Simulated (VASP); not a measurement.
The system is Zn3In4O.

```
CELL_PARAMETERS angstrom
-3.21629 3.21629 4.36939
3.21629 -3.21629 4.36939
3.21629 3.21629 -4.36939
ATOMIC_POSITIONS crystal
Zn 0.75000 0.25000 0.50000
Zn 0.25000 0.75000 0.50000
Zn 0.00000 0.00000 0.00000
In 0.00000 0.30434 0.30434
In 0.00000 0.69566 0.69566
In 0.30434 0.00000 0.30434
In 0.69566 0.00000 0.69566
O 0.50000 0.50000 0.00000
```

* Program: VASP 6.6.1
* Task: relaxation of cell and atoms
* Functional: PBE
* Potentials or basis: VASP PAW PBE potentials, release 64 (Zn, In_d, O)
* Cutoff: 600 eV
* k mesh: 4 × 4 × 4
* Occupations: gaussian, width 0.2 eV
* Spin: no spin polarisation

At the start: pressure 40.3 GPa; volume 22.60 Å³/atom.

Where does the relaxation end?

Over 10 steps the energy falls by 1411.3 meV/atom and the volume is 36.96 Å³/atom (+63.5 %); space group I4/mmm (No. 139, to 0.05 Å).

The path:
| step | energy change (eV) | largest force (eV/Å) | pressure (GPa) | volume (Å³) |
| --- | --- | --- | --- | --- |
| 1 | 0.0000 | 11.3618 | 40.34 | 180.80 |
| 2 | 3.6183 | 23.7455 | 11.71 | 368.93 |
| 3 | -2.5964 | 16.1741 | 9.77 | 312.83 |
| 4 | -5.1585 | 12.9509 | 9.49 | 283.39 |
| 5 | -7.6057 | 7.4448 | 13.14 | 228.61 |
| 6 | -10.7941 | 0.4277 | -2.25 | 351.65 |
| 7 | -11.2806 | 0.1977 | -0.18 | 299.87 |
| 8 | -11.2804 | 0.1594 | -0.27 | 301.42 |
| 9 | -11.2874 | 0.0902 | -0.12 | 298.77 |
| 10 | -11.2902 | 0.0091 | 0.06 | 295.68 |

Final structure:
```
CELL_PARAMETERS angstrom
-3.95164 3.95164 4.73373
3.95164 -3.95164 4.73373
3.95164 3.95164 -4.73373
ATOMIC_POSITIONS crystal
Zn 0.75000 0.25000 0.50000
Zn 0.25000 0.75000 0.50000
Zn 0.00000 0.00000 0.00000
In 0.00000 0.32268 0.32268
In 0.00000 0.67732 0.67732
In 0.32268 0.00000 0.32268
In 0.67732 0.00000 0.67732
O 0.50000 0.50000 0.00000
```

Caveat: the volume moved by over 15 % at a fixed basis, so the end points are rough; the relaxation stopped at a loose force limit of 0.08 eV/Å, so its end isn't a converged minimum.
